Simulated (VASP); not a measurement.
# WSe2 in VASP: single point with PBE

Aim: the single point of WSe2 with PBE.

Everything below comes from runs of VASP 6.6.1. Logs are shortened: lines on timing, memory, paths and dates and some standing lists are left out, and cuts for length are marked.

**1. The cell of the first run**

The cell holds a slab with vacuum, 12 atoms: a = 3.318 Å, b = 3.318 Å, c = 36.418 Å, α = 90.00°, β = 90.00°, γ = 120.00°.

**2. Single point, PBE**

The input, INCAR:

```
SYSTEM = WSe2
ALGO = Normal
EDIFF = 1E-6
ENCUT = 520
GGA = PE
ISIF = 2
ISMEAR = 0
LASPH = .True.
LCHARG = .True.
LELF = .True.
LREAL = .False.
LVHAR = .True.
LWAVE = .False.
NBANDS = 64
NELM = 100
PREC = Accurate
SIGMA = 0.1
```

The input, KPOINTS:

```
k-points
0
Gamma
  6 6 1
  0 0 0
```

The input, POSCAR:

```
WSe2
1.0
    3.3178488582      0.0000000000      0.0000000000
   -1.6589244291      2.8733413971      0.0000000000
    0.0000000000      0.0000000000     36.4183073100
W Se
4 8
Direct
    0.6666666700      0.3333333300      0.9061104700
    0.6666666700      0.3333333300      0.2804680000
    0.3333333300      0.6666666700      0.7195320000
    0.3333333300      0.6666666700      0.0938895300
    0.3333333300      0.6666666700      0.9517867400
    0.3333333300      0.6666666700      0.3261068200
    0.6666666700      0.3333333300      0.7652045500
    0.6666666700      0.3333333300      0.1395502000
    0.3333333300      0.6666666700      0.8604498000
    0.3333333300      0.6666666700      0.2347954500
    0.6666666700      0.3333333300      0.6738931800
    0.6666666700      0.3333333300      0.0482132600
```

Potentials or basis: VASP PAW PBE potentials, release 64 (W_sv, Se).

Started as:

```sh
> cat potpaw_PBE.64/W_sv/POTCAR potpaw_PBE.64/Se/POTCAR > POTCAR
> mpirun -np 1 vasp_std > vasp.out
```

OUTCAR:

```text
SYSTEM = WSe2
   EDIFF = 1E-6
   ENCUT = 520
   GGA = PE
   ISIF = 2
   ISMEAR = 0
   LASPH = .True.
   LREAL = .False.
   NELM = 100
   PREC = Accurate

 ion  position               nearest neighbor table
   1  0.667  0.333  0.906-   9 2.54   9 2.54   9 2.54   5 2.54   5 2.54   5 2.54
   2  0.667  0.333  0.280-   6 2.54   6 2.54   6 2.54  10 2.54  10 2.54  10 2.54
   3  0.333  0.667  0.720-  11 2.54  11 2.54  11 2.54   7 2.54   7 2.54   7 2.54
   4  0.333  0.667  0.094-   8 2.54   8 2.54   8 2.54  12 2.54  12 2.54  12 2.54
   5  0.333  0.667  0.952-   1 2.54   1 2.54   1 2.54
   6  0.333  0.667  0.326-   2 2.54   2 2.54   2 2.54
   7  0.667  0.333  0.765-   3 2.54   3 2.54   3 2.54
   8  0.667  0.333  0.140-   4 2.54   4 2.54   4 2.54
   9  0.333  0.667  0.860-   1 2.54   1 2.54   1 2.54
  10  0.333  0.667  0.235-   2 2.54   2 2.54   2 2.54
  11  0.667  0.333  0.674-   3 2.54   3 2.54   3 2.54
  12  0.667  0.333  0.048-   4 2.54   4 2.54   4 2.54

  LATTYP: Found a hexagonal cell.
 ALAT       =     3.3178488582
 C/A-ratio  =    10.9764817104

  Lattice vectors:

 A1 = (   3.3178488582,   0.0000000000,   0.0000000000)
 A2 = (  -1.6589244291,   2.8733413971,   0.0000000000)
 A3 = (   0.0000000000,   0.0000000000,  36.4183073100)

Analysis of symmetry for initial positions (statically):
=====================================================================
 Subroutine PRICEL returns:
 Original cell was already a primitive cell.

 Routine SETGRP: Setting up the symmetry group for a
 hexagonal supercell.

 Subroutine GETGRP returns: Found 12 space group operations
 (whereof 12 operations were pure point group operations)
 out of a pool of 24 trial point group operations.

The static configuration has the point symmetry D_3d.

Analysis of symmetry for dynamics (positions and initial velocities):
=====================================================================
 Subroutine PRICEL returns:
 Original cell was already a primitive cell.

 Routine SETGRP: Setting up the symmetry group for a
 hexagonal supercell.

 Subroutine GETGRP returns: Found 12 space group operations
 (whereof 12 operations were pure point group operations)
 out of a pool of 24 trial point group operations.

The dynamic configuration has the point symmetry D_3d.

 Subroutine INISYM returns: Found 12 space group operations
 (whereof 12 operations are pure point group operations),
[... 108 lines left out ...]
   PSTRESS=    0.0 pullay stress
   NELECT =     104.0000    total number of electrons
   NUPDOWN=      -1.0000    fix difference up-down
   EMIN   =  10.00;   EMAX   =-10.00  energy-range for DOS
   EFERMI =   0.00;   METHOD = LEGACY
   ISMEAR =     0;   SIGMA  =   0.10  broadening in eV -4-tet -1-fermi 0-gaus
   EFERMI_NEDOS =   21; number of points for ismear=-14 and -15
   IALGO  =     38    algorithm
   IMIX   =      4    mixing-type and parameters
     AMIX     =   0.40;   BMIX     =  1.00
     AMIX_MAG =   1.60;   BMIX_MAG =  1.00
  volume/ion in A,a.u.               =      28.93       195.24
  Fermi-wavevector in a.u.,A,eV,Ry     =   1.095380  2.069968 16.325046  1.199857
  Thomas-Fermi vector in A             =   2.231702
   LORBIT       =      0    0 simple, 1 ext, 2 COOP (PROOUT), +10 PAW based schemes
   GGA     = PE    functional components
   LHFCALC =     F    Hartree Fock is set to
   AEXX    =    0.0000 exact exchange contribution
   IVDW    =     0    specifies the selected vdW correction
   LEPSILON=     F    determine dielectric tensor
   LRPA    =     F    only Hartree local field effects (RPA)
 non-spin polarized calculation
 Gauss-broadening in eV      SIGMA  =   0.10
  energy-cutoff  :      520.00
  volume of cell :      347.19
 maximum number of plane-waves:      9402
 NGX is ok and might be reduce to    28
   NGX = 13   NGY = 13   NGZ =135

 number of electron     104.0000000 magnetization

 Free energy of the ion-electron system (eV)
  ---------------------------------------------------
  ext. energy  EPLUGINS =         0.00000000
  ---------------------------------------------------
  free energy    TOTEN  =       -86.43519171 eV

  energy without entropy =      -86.43519171  energy(sigma->0) =      -86.43519171

 E-fermi :   3.4840     XC(G=0):  -7.9698

 val. band max:        2.8050772549   @ k =   0.0000   0.0000   0.0000
 cond. band min:       4.1013970347   @ k =   0.1667   0.1667   0.0000
 fundamental gap:      1.2963197797
 Fermi energy:         3.4839982828

 k-point     1 :       0.0000    0.0000    0.0000
  band No.  band energies     occupation
      1     -71.4150      2.00000
      2     -71.4150      2.00000
      3     -71.4127      2.00000
      4     -71.4127      2.00000
      5     -35.6448      2.00000
      6     -35.6448      2.00000
[... 458 lines left out ...]
     63       6.1186      0.00000
     64       6.1186      0.00000

------------------------ aborting loop because EDIFF is reached ----------------------------------------

  FORCE on cell =-STRESS in cart. coord.  units (eV):
  Direction    XX          YY          ZZ          XY          YZ          ZX
  --------------------------------------------------------------------------------------
  -------------------------------------------------------------------------------------
  Total        2.2574664      2.2574664      5.1101486     -0.0000000     -0.0000000     -0.0000000
  in kB       10.4176148     10.4176148     23.5819942     -0.0000000     -0.0000000     -0.0000000
  external PRESSURE =      14.8057413 kB  Pullay stress =       0.0000000 kB

 VOLUME and BASIS-vectors are now :
 -----------------------------------------------------------------------------
  energy-cutoff  :      520.00
  volume of cell :      347.19
      direct lattice vectors                 reciprocal lattice vectors
     3.317848858  0.000000000  0.000000000     0.301400107  0.174013433  0.000000000
    -1.658924429  2.873341397  0.000000000     0.000000000  0.348026866  0.000000000
     0.000000000  0.000000000 36.418307310     0.000000000  0.000000000  0.027458717

 POSITION                                       TOTAL-FORCE (eV/Angst)
 -----------------------------------------------------------------------------------
      1.65892      0.95778     32.99901         0.000000      0.000000      0.010280
      1.65892      0.95778     10.21417        -0.000000      0.000000      0.003975
     -0.00000      1.91556     26.20414         0.000000      0.000000     -0.003975
     -0.00000      1.91556      3.41930         0.000000      0.000000     -0.010280
     -0.00000      1.91556     34.66246         0.000000     -0.000000      0.294626
     -0.00000      1.91556     11.87626         0.000000      0.000000      0.343959
      1.65892      0.95778     27.86745         0.000000     -0.000000      0.293644
      1.65892      0.95778      5.08218        -0.000000     -0.000000      0.297684
     -0.00000      1.91556     31.33613         0.000000      0.000000     -0.297684
     -0.00000      1.91556      8.55085        -0.000000      0.000000     -0.293644
      1.65892      0.95778     24.54205        -0.000000     -0.000000     -0.343959
      1.65892      0.95778      1.75585        -0.000000      0.000000     -0.294626
 -----------------------------------------------------------------------------------
    total drift:                                0.000000      0.000000      0.000000

  FREE ENERGIE OF THE ION-ELECTRON SYSTEM (eV)
  ---------------------------------------------------
  free  energy   TOTEN  =       -86.4351917125 eV

  energy  without entropy=      -86.4351917125  energy(sigma->0) =      -86.43519171
```

OSZICAR:

```text
N       E                     dE             d eps       ncg     rms          rms(c)
DAV:   1     0.105600730493E+04    0.10560E+04   -0.54971E+04  1040   0.150E+03
DAV:   2    -0.769716342992E+01   -0.10637E+04   -0.10310E+04  1064   0.391E+02
DAV:   3    -0.870609436516E+02   -0.79364E+02   -0.78061E+02  1104   0.994E+01
[... 15 lines left out ...]
DAV:  19    -0.864351596935E+02   -0.43912E-04   -0.10801E-06   720   0.277E-03    0.258E-03
DAV:  20    -0.864351818710E+02   -0.22178E-04   -0.56551E-07   672   0.193E-03    0.875E-04
DAV:  21    -0.864351888454E+02   -0.69744E-05   -0.16867E-07   632   0.918E-04    0.660E-04
DAV:  22    -0.864351910376E+02   -0.21922E-05   -0.70284E-08   584   0.473E-04    0.417E-04
DAV:  23    -0.864351917125E+02   -0.67494E-06   -0.39427E-08   600   0.374E-04
   1 F= -.86435192E+02 E0= -.86435192E+02  d E =-.262572E-18
```

Run time: 10 min. Hardware: 1 thread of AMD EPYC, shared host; peak memory 0.51 GiB.

What came out:

```
Free energy            : -86.4352 eV
Largest force          : 0.344 eV/Å
Band gap on the k mesh : 1.30 eV, indirect (least direct gap 1.47 eV)
```

Forces in eV/Å, atoms in the order of the input:
```
W    0.000  0.000  0.010
W    0.000  0.000  0.004
W    0.000  0.000 -0.004
W    0.000  0.000 -0.010
Se   0.000  0.000  0.295
Se   0.000  0.000  0.344
Se   0.000  0.000  0.294
Se   0.000  0.000  0.298
Se   0.000  0.000 -0.298
Se   0.000  0.000 -0.294
Se   0.000  0.000 -0.344
Se   0.000  0.000 -0.295
```

Caveat: spin-orbit coupling is left out, which moves the levels of the heavy elements.
